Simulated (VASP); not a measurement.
YTe, 2 atoms in the cell. The structure is tetragonal, space group I4/mmm (No. 139). The conventional cell has a = 4.137 Å, b = 4.137 Å, c = 6.583 Å, α = 90.00°, β = 90.00°, γ = 90.00°. Within 3.9 Å of Y (site symmetry 4/mmm) lie 6 Te at 2.93 to 3.29 Å. Within 3.9 Å of Te (site symmetry 4/mmm) lie 6 Y at 2.93 to 3.29 Å.  This cell differs from its parent crystal: strain -0.040 along x and y, +0.080 along z.

* Program: VASP 6.6.1
* Task: single point
* Functional: PBEsol
* Potentials or basis: VASP PAW PBE potentials, release 64 (Y_sv, Te)
* Cutoff: 520 eV
* k mesh: 14 × 14 × 14
* Occupations: gaussian, width 0.15 eV
* Spin: no spin polarisation
* Dipole correction: no
* Further INCAR settings: ALGO = Fast; EDIFF = 1e-06; NBANDS = 16

Potentials or basis: VASP PAW PBE potentials, release 64 (Y_sv, Te).

Launch:

```console
$ cat potpaw_PBE.64/Y_sv/POTCAR potpaw_PBE.64/Te/POTCAR > POTCAR
$ mpirun -np 1 vasp_std > vasp.out
```

Hardware: 1 thread of Oxide Virtual Turin-like Processor (shared host).

**Question.** How long does it take, and how much memory?

**Answer.** Run time: 12 min on 1 thread of Oxide Virtual Turin-like Processor (shared host), peak memory 0.38 GiB. Counts: scf iterations 24, k points 244.
